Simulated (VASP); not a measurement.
## B: single point with PBEsol

B:

```
B
1.0
     1.18160    0.68220    1.30137
    -1.18160    0.68220    1.30137
     0.00000   -1.36439    1.30137
B
1
Direct
  0.50000 0.50000 0.50000
```

```yaml
Program: VASP 6.6.1
Task: single point
Functional: PBEsol
Potentials_or_basis: VASP PAW PBE potentials, release 64 (B)
Cutoff: 520 eV
k_mesh: 30 × 30 × 30
Occupations: gaussian, width 0.1 eV
Spin: no spin polarisation
Dipole_correction: no
Further_INCAR_settings: ALGO = Normal; EDIFF = 1e-06; NBANDS = 8
```

The pressure is 0.3 GPa and the band gap on the k mesh is zero (an odd number of electrons rules out a gap without spin polarisation).

Stress tensor (GPa, compression positive):
```
0.18 0.00 0.00
0.00 0.18 0.00
0.00 0.00 0.42
```

Levels at points of the mesh, in eV from the Fermi level:
```tsv
k point	band 1	band 2	band 3	band 4	band 5	band 6
(0.00, 0.00, 0.00)	-17.39	13.30	13.30	16.23	25.59	25.59
(0.50, 0.00, 0.00)	-9.45	-6.69	15.27	16.77	28.33	33.78
(0.50, 0.50, 0.00)	-5.22	0.62	1.95	10.55	16.17	31.14
(0.50, 0.50, 0.50)	-3.35	5.79	6.38	6.38	20.64	20.64
```

Run time: 30 s on 1 thread of Intel(R) Xeon(R) Platinum 8375C CPU @ 2.90GHz (Ice Lake), on a shared host, peak memory 0.21 GiB.

Caveat: the PAW data sets were made with another functional, which shifts forces and pressure a little.
